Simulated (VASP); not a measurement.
# Al3Cu (P4/mmm) in VASP: notebook, part 2 of 2

VASP 6.6.1. The steps go on from the part before.

## 4. Single point, PBEsol

This run uses another cell than the first one, of 13.71 Å³/atom.

The input, INCAR:

```
ALGO = Fast
EDIFF = 1E-6
ENCUT = 520
GGA = PS
ISIF = 2
ISMEAR = 0
LASPH = T
LCHARG = T
LELF = T
LREAL = F
LVHAR = T
LWAVE = F
NBANDS = 18
NELM = 100
PREC = Accurate
SIGMA = 0.1
```

The input, KPOINTS:

```
k-points
0
Gamma
  16 16 6
```

The input, POSCAR:

```
Al3Cu
1.0
    2.7187751256      0.0000000000      0.0000000000
    0.0000000000      2.7187751256      0.0000000000
    0.0000000000      0.0000000000      7.4206660421
Al Cu
3 1
Direct
    0.0000000000      0.0000000000      0.5000000000
    0.5000000000      0.5000000000      0.2236142794
    0.5000000000      0.5000000000      0.7763857206
    0.0000000000      0.0000000000      0.0000000000
```

The run is started by

```bash
$ cat potpaw_PBE.64/Al/POTCAR potpaw_PBE.64/Cu/POTCAR > POTCAR
$ mpirun -np 1 vasp_std > vasp.out
```

Run time: 3.7 min. Hardware: 1 thread of Intel Xeon Platinum 8259CL at 2.50GHz (Skylake/Cascade Lake), shared host; peak memory 0.28 GiB.

The run converged. Its results:

```
Free energy            : -16.8627 eV
Pressure               : 8.1 GPa
Largest force          : 0.023 eV/Å
Band gap on the k mesh : zero (bands 10 and 11 overlap by 6.29 eV)
```

Forces in eV/Å, atoms in the order of the input:
```
Al   0.000  0.000  0.000
Al   0.000  0.000  0.023
Al   0.000  0.000 -0.023
Cu   0.000  0.000  0.000
```

Levels at points of the mesh, in eV from the Fermi level:
```
           k point  band 7  band 8  band 9  band 10  band 11  band 12  band 13  band 14
(0.00, 0.00, 0.00)   -3.85   -3.42   -1.93     0.58     6.40     6.97     6.97     8.02
(0.50, 0.00, 0.00)   -3.94   -3.86   -3.74    -2.45    -1.91     2.69     4.07     4.20
(0.50, 0.50, 0.00)   -2.69   -0.55   -0.37     0.08     0.08     0.48     0.48     0.58
(0.00, 0.00, 0.50)   -3.85   -3.74   -3.42     4.24     5.81     6.38     7.53     7.53
(0.50, 0.00, 0.50)   -3.94   -3.74   -2.76    -1.11    -1.03     0.05     0.96     8.87
(0.50, 0.50, 0.50)   -1.95   -1.79   -1.79    -0.59    -0.58     0.59     1.96     3.25
```

Caveat: the cell stands under pressure; the PAW data sets were made with another functional, which shifts forces and pressure a little.

## 5. Single point, PBEsol

This run uses another cell than the first one, of 14.28 Å³/atom.

The input, INCAR:

```
SYSTEM = Al3Cu
PREC = Accurate ; ENCUT = 520
EDIFF = 1E-6 ; ISMEAR = 0
SIGMA = 0.1 ; LREAL = .False.
LASPH = .True. ; NELM = 60
ALGO = Fast ; ISIF = 2
LWAVE = .False. ; LCHARG = .False.
GGA = PS ; NBANDS = 18
```

The input, KPOINTS:

```
regular mesh
0
Gamma
  16 16 6
  0 0 0
```

The input, POSCAR:

```
Al3Cu
1.0
    2.7544710285      0.0000000000      0.0000000000
    0.0000000000      2.7544710285      0.0000000000
    0.0000000000      0.0000000000      7.5275295720
Al Cu
3 1
Direct
    0.0000000000      0.0000000000      0.5000000000
    0.5000000000      0.5000000000      0.2220144830
    0.5000000000      0.5000000000      0.7779855170
    0.0000000000      0.0000000000      0.0000000000
```

The run is started by

```bash
$ cat potpaw_PBE.64/Al/POTCAR potpaw_PBE.64/Cu/POTCAR > POTCAR
$ mpirun -np 1 vasp_std > vasp.out
```

Wall time 3.1 min (1 thread of Intel Xeon Platinum 8259CL at 2.50GHz (Skylake/Cascade Lake), shared host); peak memory 0.28 GiB.

The run converged. Its results:

```yaml
Free_energy: -16.9419 eV
Pressure: 2.8 GPa
Largest_force: 0.021 eV/Å
Band_gap_on_the_k_mesh: zero (bands 10 and 11 overlap by 6.17 eV)
```

Forces in eV/Å, atoms in the order of the input:
```
Al   0.000  0.000  0.000
Al   0.000  0.000  0.021
Al   0.000  0.000 -0.021
Cu   0.000  0.000  0.000
```

Levels at points of the mesh, in eV from the Fermi level:
| k point | band 7 | band 8 | band 9 | band 10 | band 11 | band 12 | band 13 | band 14 |
| --- | --- | --- | --- | --- | --- | --- | --- | --- |
| (0.00, 0.00, 0.00) | -3.74 | -3.33 | -1.87 | 0.51 | 6.39 | 6.77 | 6.77 | 7.95 |
| (0.50, 0.00, 0.00) | -3.82 | -3.76 | -3.63 | -2.42 | -1.91 | 2.65 | 3.94 | 4.03 |
| (0.50, 0.50, 0.00) | -2.59 | -0.49 | -0.38 | 0.11 | 0.11 | 0.49 | 0.49 | 0.67 |
| (0.00, 0.00, 0.50) | -3.74 | -3.63 | -3.33 | 4.11 | 5.64 | 6.38 | 7.34 | 7.34 |
| (0.50, 0.00, 0.50) | -3.82 | -3.63 | -2.69 | -1.06 | -1.05 | 0.05 | 0.84 | 8.73 |
| (0.50, 0.50, 0.50) | -1.89 | -1.70 | -1.70 | -0.55 | -0.53 | 0.61 | 1.74 | 3.27 |

Caveat: the PAW data sets were made with another functional, which shifts forces and pressure a little.

## 6. Single point, PBEsol

This run uses another cell than the first one, of 15.17 Å³/atom.

The input, INCAR:

```
SYSTEM = Al3Cu
  PREC = Accurate
  ENCUT = 520
  EDIFF = 1E-6
  ISMEAR = 0
  SIGMA = 0.1
  LREAL = .False.
  LASPH = .True.
  NELM = 80
  ALGO = Fast
  ISIF = 2
  LWAVE = .False.
  LCHARG = .False.
  GGA = PS
  NBANDS = 18
```

The input, KPOINTS:

```
Automatic mesh
0
Gamma
  16 16 6
  0 0 0
```

The input, POSCAR:

```
Al3Cu
1.0
    2.8090137595      0.0000000000      0.0000000000
    0.0000000000      2.8090137595      0.0000000000
    0.0000000000      0.0000000000      7.6910542269
Al Cu
3 1
Direct
    0.0000000000      0.0000000000      0.5000000000
    0.5000000000      0.5000000000      0.2191703724
    0.5000000000      0.5000000000      0.7808296276
    0.0000000000      0.0000000000      0.0000000000
```

Potentials or basis: VASP PAW PBE potentials, release 64 (Al, Cu).

The run is started by

```bash
$ cat potpaw_PBE.64/Al/POTCAR potpaw_PBE.64/Cu/POTCAR > POTCAR
$ mpirun -np 1 vasp_std > vasp.out
```

OUTCAR:

```text
SYSTEM = Al3Cu
   PREC = Accurate
   ENCUT = 520
   EDIFF = 1E-6
   ISMEAR = 0
   LREAL = .False.
   LASPH = .True.
   NELM = 80
   ISIF = 2
   GGA = PS

 ion  position               nearest neighbor table
   1  0.000  0.000  0.500-   2 2.93   3 2.93   2 2.93   3 2.93   2 2.93   3 2.93   2 2.93   3 2.93

   2  0.500  0.500  0.219-   4 2.61   4 2.61   4 2.61   4 2.61   1 2.93   1 2.93   1 2.93   1 2.93

   3  0.500  0.500  0.781-   4 2.61   4 2.61   4 2.61   4 2.61   1 2.93   1 2.93   1 2.93   1 2.93

   4  0.000  0.000  0.000-   2 2.61   3 2.61   2 2.61   3 2.61   2 2.61   3 2.61   2 2.61   3 2.61

  LATTYP: Found a simple tetragonal cell.
 ALAT       =     2.8090137595
 C/A-ratio  =     2.7379909411

  Lattice vectors:

 A1 = (   2.8090137595,   0.0000000000,   0.0000000000)
 A2 = (   0.0000000000,   2.8090137595,   0.0000000000)
 A3 = (   0.0000000000,   0.0000000000,   7.6910542269)

Analysis of symmetry for initial positions (statically):
=====================================================================
 Subroutine PRICEL returns:
 Original cell was already a primitive cell.

[... 176 lines left out ...]

 val. band max:        8.0550153770   @ k =   0.3750   0.3125   0.1667
 cond. band min:       8.0637280256   @ k =   0.3125   0.2500   0.5000
 fundamental gap:      0.0087126486
 Fermi energy:         8.0591639307

 k-point     1 :       0.0000    0.0000    0.0000
  band No.  band energies     occupation
      1      -2.9308      2.00000
      2      -0.5744      2.00000
      3      -0.3048      2.00000
      4       3.6287      2.00000
      5       3.7023      2.00000
      6       4.4653      2.00000
[... 481 lines left out ...]
      5       3.8276      2.00000
      6       3.8750      2.00000
[... 10 lines left out ...]
     17      15.6715      0.00000
     18      17.5031      0.00000

 [... further k-points ...]

------------------------ aborting loop because EDIFF is reached ----------------------------------------

  FORCE on cell =-STRESS in cart. coord.  units (eV):
  Direction    XX          YY          ZZ          XY          YZ          ZX
  --------------------------------------------------------------------------------------
  -------------------------------------------------------------------------------------
  Total       -1.0595964     -1.0595964     -1.0743532      0.0000000      0.0000000      0.0000000
  in kB      -27.9741851    -27.9741851    -28.3637777      0.0000000      0.0000000      0.0000000
  external PRESSURE =     -28.1040493 kB  Pullay stress =       0.0000000 kB

 VOLUME and BASIS-vectors are now :
 -----------------------------------------------------------------------------
  energy-cutoff  :      520.00
  volume of cell :       60.69
      direct lattice vectors                 reciprocal lattice vectors
     2.809013759  0.000000000  0.000000000     0.355996832  0.000000000  0.000000000
     0.000000000  2.809013759  0.000000000     0.000000000  0.355996832  0.000000000
     0.000000000  0.000000000  7.691054227     0.000000000  0.000000000  0.130021187

 POSITION                                       TOTAL-FORCE (eV/Angst)
 -----------------------------------------------------------------------------------
      0.00000      0.00000      3.84553         0.000000     -0.000000      0.000000
      1.40451      1.40451      1.68565         0.000000      0.000000      0.019893
      1.40451      1.40451      6.00540         0.000000      0.000000     -0.019893
      0.00000      0.00000      0.00000         0.000000     -0.000000      0.000000
 -----------------------------------------------------------------------------------
    total drift:                                0.000000      0.000000     -0.000000

  FREE ENERGIE OF THE ION-ELECTRON SYSTEM (eV)
  ---------------------------------------------------
  free  energy   TOTEN  =       -16.9423388274 eV

  energy  without entropy=      -16.9338026557  energy(sigma->0) =      -16.93807074
```

OSZICAR:

```text
N       E                     dE             d eps       ncg     rms          rms(c)
DAV:   1     0.721682921388E+02    0.72168E+02   -0.82726E+03  6500   0.114E+03
DAV:   2    -0.155438106130E+02   -0.87712E+02   -0.81229E+02  6698   0.211E+02
DAV:   3    -0.196831884226E+02   -0.41394E+01   -0.39692E+01  8780   0.511E+01
[... 11 lines left out ...]
RMM:  15    -0.169423320701E+02    0.15003E-03   -0.35093E-04  8230   0.269E-01    0.193E-02
RMM:  16    -0.169423408805E+02   -0.88104E-05   -0.80480E-05  8882   0.598E-02    0.237E-02
RMM:  17    -0.169423414949E+02   -0.61435E-06   -0.11909E-05  8653   0.268E-02    0.290E-02
RMM:  18    -0.169423394019E+02    0.20929E-05   -0.23745E-06  6322   0.172E-02    0.153E-02
RMM:  19    -0.169423388274E+02    0.57457E-06   -0.13594E-06  5203   0.896E-03
   1 F= -.16942339E+02 E0= -.16938071E+02  d E =-.853617E-02
```

Wall time 3.9 min (1 thread of Intel Xeon Platinum 8259CL at 2.50GHz (Skylake/Cascade Lake), shared host); peak memory 0.32 GiB.

Results:

```
Free energy            : -16.9423 eV
Pressure               : -2.8 GPa
Largest force          : 0.020 eV/Å
Band gap on the k mesh : zero (bands 10 and 11 overlap by 5.99 eV)
```

Forces on the atoms (eV/Å):
```
Al   0.000  0.000  0.000
Al   0.000  0.000  0.020
Al   0.000  0.000 -0.020
Cu   0.000  0.000  0.000
```

Caveat: the PAW data sets were made with another functional, which shifts forces and pressure a little.

## 7. The runs side by side

| cell | gap on the mesh (eV) | pressure (GPa) | largest force (eV/Å) |
| --- | --- | --- | --- |
| a = 2.609, b = 2.609, c = 7.095 Å, 4 atoms, atomic positions A | none | 33.6 | - |
| a = 2.677, b = 2.677, c = 7.297 Å, 4 atoms, atomic positions B | none | 15.4 | 0.02 |
| a = 2.719, b = 2.719, c = 7.421 Å, 4 atoms, atomic positions C | none | 8.1 | 0.02 |
| a = 2.754, b = 2.754, c = 7.528 Å, 4 atoms, atomic positions D | none | 2.8 | 0.02 |
| a = 2.809, b = 2.809, c = 7.691 Å, 4 atoms, atomic positions E | none | -2.8 | 0.02 |

Alike in all rows: task single point; level PBEsol; potentials or basis VASP PAW PBE potentials, release 64 (Al, Cu); no spin polarisation; k mesh 16 × 16 × 6; cutoff (eV) 520; smearing gaussian 0.1 eV.

Caveats: the PAW data sets were made with another functional, which shifts forces and pressure a little; the cell stands under pressure (at least some runs).

Absolute energies hang on the potentials; compare differences alone.

The gap in the log of VASP goes by the Fermi energy; the results here count the filled bands.